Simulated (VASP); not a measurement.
Here is a VASP 6.6.1 calculation.

Contents of INCAR:

```
ALGO = Fast
EDIFF = 1E-6
ENCUT = 520
GGA = PE
ISIF = 2
ISMEAR = 0
LASPH = True
LCHARG = False
LREAL = False
LWAVE = False
NBANDS = 12
NELM = 80
PREC = Accurate
SIGMA = 0.1
```

The input KPOINTS:

```
k-points
0
Gamma
  9 8 9
```

POSCAR

```
Nb
1.0
   -1.4545883700      1.6009203400      1.6273015200
    1.6190107300     -1.9818268200      2.1726303600
    1.2182993000      1.7455377500     -2.0082080000
Nb
1
Direct
    0.0000000000      0.0000000000      0.0000000000
```

Potentials or basis: VASP PAW PBE potentials, release 64 (Nb_sv).

Command:

```sh
$ cat potpaw_PBE.64/Nb_sv/POTCAR > POTCAR
$ mpirun -np 1 vasp_std > vasp.out
```

(1) What does it give for the pressure?

## Answers

(1) 11.2 GPa.
